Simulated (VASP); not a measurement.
Be5Ir:

```
Be Ir
1.0
     4.25404    0.00000    0.00000
    -2.12702    3.68410    0.00000
     0.00000    0.00000    3.43269
Be Ir
5 1
Direct
  0.33333 0.66667 0.00000
  0.66667 0.33333 0.00000
  0.50000 0.00000 0.50000
  0.50000 0.50000 0.50000
  0.00000 0.50000 0.50000
  0.00000 0.00000 0.00000
```

```yaml
Program: VASP 6.6.1
Task: relaxation of cell and atoms
Functional: PBE
Potentials_or_basis: VASP PAW PBE potentials, release 64 (Be, Ir)
Cutoff: 600 eV
k_mesh: 12 × 12 × 12
Occupations: gaussian, width 0.1 eV
Spin: no spin polarisation
```

At the start: pressure -3.2 GPa; volume 8.97 Å³/atom.

Question: How do energy, volume and symmetry change on relaxing?

Answer: Over 5 steps the energy falls by 4.0 meV/atom and the volume is 8.82 Å³/atom (-1.7 %); space group P6/mmm (No. 191, to 0.05 Å).

Step by step:
| step | energy change (eV) | largest force (eV/Å) | pressure (GPa) | volume (Å³) |
| --- | --- | --- | --- | --- |
| 1 | 0.0000 | 0.0000 | -3.18 | 53.80 |
| 2 | -0.0211 | 0.0000 | 1.39 | 52.42 |
| 3 | -0.0216 | 0.0000 | 0.75 | 52.60 |
| 4 | -0.0236 | 0.0000 | 0.23 | 52.82 |
| 5 | -0.0238 | 0.0000 | 0.02 | 52.90 |

Final structure:
```xyz
6
Lattice="4.1996 0.0000 0.0000 -2.0998 3.6370 0.0000 0.0000 0.0000 3.4633" Properties=species:S:1:pos:R:3 pbc="T T T"
Be    0.0000    2.4246    0.0000
Be    2.0998    1.2123    0.0000
Be    2.0998    0.0000    1.7316
Be    1.0499    1.8185    1.7316
Be   -1.0499    1.8185    1.7316
Ir   -2.0998    3.6370    0.0000
```
